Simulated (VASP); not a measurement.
# C (I4_1/amd) in VASP: further runs, part 2 of 2

VASP 6.6.1. The steps go on from the part before.

## Step 3: Single point, PBE (strain +0.0450 x Voigt [0, 0, 1, 0, 0, 0])

File INCAR:

```
ALGO     = Normal         # electronic algorithm
EDIFF    = 1E-6           # SCF threshold, eV
ENCUT    = 520            # plane-wave cutoff, eV
GGA      = PE             # functional
ISIF     = 2              # what is computed and relaxed
ISMEAR   = 0              # smearing method
LASPH    = True           # aspherical terms in the spheres
LCHARG   = True           # write CHGCAR
LELF     = True           # ELF
LREAL    = False          # projectors in reciprocal space
LVHAR    = True         
LWAVE    = False          # write WAVECAR
NBANDS   = 11             # bands
NELM     = 60             # most SCF steps
PREC     = Accurate       # precision mode
SIGMA    = 0.05           # smearing width, eV
```

File KPOINTS:

```
k-points
0
Gamma
  12 12 12
```

File POSCAR:

```
C
1.0
    0.0000000000      1.7857375319      1.8660957208
    1.7857375319      0.0000000000      1.8660957208
    1.7857375319      1.7857375319      0.0000000000
C
2
Direct
    0.5000000000      0.5000000000      0.5000000000
    0.7500000000      0.7500000000      0.7500000000
```

Potentials or basis: VASP PAW PBE potentials, release 64 (C).

Command:

```
cat potpaw_PBE.64/C/POTCAR > POTCAR
mpirun -np 1 vasp_std > vasp.out
```

OUTCAR:

```text
EDIFF = 1E-6
   ENCUT = 520
   GGA = PE
   ISIF = 2
   ISMEAR = 0
   LASPH = True
   LREAL = False
   NELM = 60
   PREC = Accurate

 ion  position               nearest neighbor table
   1  0.500  0.500  0.500-   2 1.57   2 1.57   2 1.57   2 1.57
   2  0.750  0.750  0.750-   1 1.57   1 1.57   1 1.57   1 1.57

  LATTYP: Found a body centered tetragonal cell.
 ALAT       =     2.5254142365
 C/A-ratio  =     1.4778531727

  Lattice vectors:

 A1 = (  -1.7857375319,   0.0000000000,   1.8660957208)
[... 523 lines left out ...]

------------------------ aborting loop because EDIFF is reached ----------------------------------------

  FORCE on cell =-STRESS in cart. coord.  units (eV):
  Direction    XX          YY          ZZ          XY          YZ          ZX
  --------------------------------------------------------------------------------------
  -------------------------------------------------------------------------------------
  Total       -0.2552453     -0.2552453     -3.2681889      0.0000000      0.0000000      0.0000000
  in kB      -34.3612684    -34.3612684   -439.9654442      0.0000000      0.0000000      0.0000000
  external PRESSURE =    -169.5626603 kB  Pullay stress =       0.0000000 kB

 VOLUME and BASIS-vectors are now :
 -----------------------------------------------------------------------------
  energy-cutoff  :      520.00
  volume of cell :       11.90
      direct lattice vectors                 reciprocal lattice vectors
     0.000000000  1.785737532  1.866095721    -0.279996355  0.279996355  0.267939096
     1.785737532  0.000000000  1.866095721     0.279996355 -0.279996355  0.267939096
     1.785737532  1.785737532  0.000000000     0.279996355  0.279996355 -0.267939096

 POSITION                                       TOTAL-FORCE (eV/Angst)
 -----------------------------------------------------------------------------------
      1.78574      1.78574      1.86610        -0.000000     -0.000000      0.000000
      2.67861      2.67861      2.79914         0.000000      0.000000      0.000000
 -----------------------------------------------------------------------------------
    total drift:                                0.000000     -0.000000      0.000000

  FREE ENERGIE OF THE ION-ELECTRON SYSTEM (eV)
  ---------------------------------------------------
  free  energy   TOTEN  =       -18.1158042892 eV

  energy  without entropy=      -18.1158042892  energy(sigma->0) =      -18.11580429
```

stdout:

```text
POSCAR found type information on POSCAR C
 POSCAR found :  1 types and       2 ions
 scaLAPACK will be used
 LDA part: xc-table for (Slater+PW92), standard interpolation
 POSCAR, INCAR and KPOINTS ok, starting setup
 FFT: planning ... GRIDC
 FFT: planning ... GRID_SOFT
 FFT: planning ... GRID
 WAVECAR not read
 entering main loop
```

Wall time 7.2 s (1 thread of Intel Xeon 6975P-C (Granite Rapids), shared host); peak memory 0.13 GiB.

What came out:

```yaml
Free_energy: -18.1158 eV
Pressure: -17.0 GPa
Band_gap_on_the_k_mesh: 3.51 eV, indirect (least direct gap 5.07 eV)
```

Stress tensor (GPa, compression positive):
```
 -3.44   0.00   0.00
  0.00  -3.44   0.00
  0.00   0.00 -44.00
```

Levels at points of the mesh, in eV from the valence-band top:
| k point | band 1 | band 2 | band 3 | band 4 | band 5 | band 6 | band 7 | band 8 | band 9 |
| --- | --- | --- | --- | --- | --- | --- | --- | --- | --- |
| (0.00, 0.00, 0.00) | -21.07 | -0.67 | 0.00 | 0.00 | 5.07 | 5.07 | 5.61 | 11.99 | 18.49 |
| (0.50, 0.00, 0.00) | -15.55 | -13.07 | -3.29 | -2.51 | 7.14 | 8.19 | 8.70 | 15.03 | 20.95 |
| (0.50, 0.50, 0.00) | -13.08 | -13.08 | -5.81 | -5.81 | 5.10 | 5.10 | 15.69 | 15.69 | 21.69 |
| (0.50, 0.00, 0.50) | -12.43 | -12.43 | -6.43 | -6.43 | 4.12 | 4.12 | 15.85 | 15.85 | 22.25 |

Caveat: the cell differs from its parent crystal (strain +0.0450 x Voigt [0, 0, 1, 0, 0, 0]).

## Step 4: Single point, PBE (strain +0.0300 x Voigt [0, 0, 1, 0, 0, 0])

File INCAR:

```
SYSTEM = C
ALGO = Normal
EDIFF = 1E-6
ENCUT = 520
GGA = PE
ISIF = 2
ISMEAR = 0
LASPH = .True.
LCHARG = .False.
LREAL = .False.
LWAVE = .False.
NBANDS = 11
NELM = 60
PREC = Accurate
SIGMA = 0.05
```

File KPOINTS:

```
k-points
0
Gamma
  12 12 12
  0 0 0
```

File POSCAR:

```
C
1.0
    0.0000000000      1.7857375319      1.8393096579
    1.7857375319      0.0000000000      1.8393096579
    1.7857375319      1.7857375319      0.0000000000
C
2
Direct
    0.5000000000      0.5000000000      0.5000000000
    0.7500000000      0.7500000000      0.7500000000
```

Command:

```
cat potpaw_PBE.64/C/POTCAR > POTCAR
mpirun -np 1 vasp_std > vasp.out
```

Wall time 7 s (1 thread of Intel Xeon 6975P-C (Granite Rapids), shared host); peak memory 0.12 GiB.

It converged, with:

| Quantity | Value |
| --- | --- |
| Free energy | -18.1549 eV |
| Pressure | -11.5 GPa |
| Band gap on the k mesh | 3.71 eV, indirect (least direct gap 5.24 eV) |

Stress tensor (GPa, compression positive):
```
 -2.40   0.00   0.00
  0.00  -2.40   0.00
  0.00   0.00 -29.70
```

Levels at points of the mesh, in eV from the valence-band top:
```
           k point  band 1  band 2  band 3  band 4  band 5  band 6  band 7  band 8
(0.00, 0.00, 0.00)  -21.18   -0.45    0.00    0.00    5.24    5.24    5.60   12.41
(0.50, 0.00, 0.00)  -15.59  -13.15   -3.12   -2.60    7.61    8.28    8.69   15.24
(0.50, 0.50, 0.00)  -12.97  -12.97   -5.96   -5.96    4.99    4.99   16.04   16.04
(0.50, 0.00, 0.50)  -12.53  -12.53   -6.38   -6.38    4.32    4.32   16.16   16.16
```

Caveat: the cell differs from its parent crystal (strain +0.0300 x Voigt [0, 0, 1, 0, 0, 0]).

## Step 5: The runs side by side

```csv
cell,gap on the mesh (eV),pressure (GPa)
"a = 2.507, b = 2.507, c = 2.525 Å, angles 59.8, 59.8, 60.5°, 2 atoms",3.79,7.5
"a = 2.583, b = 2.583, c = 2.525 Å, angles 60.7, 60.7, 58.5°, 2 atoms",3.51,-17.0
"a = 2.564, b = 2.564, c = 2.525 Å, angles 60.5, 60.5, 59.0°, 2 atoms",3.71,-11.5
```

Alike in all rows: task single point; level PBE; potentials or basis VASP PAW PBE potentials, release 64 (C); no spin polarisation; k mesh 12 × 12 × 12; cutoff (eV) 520; smearing gaussian 0.05 eV.

Absolute energies hang on the potentials; compare differences alone.
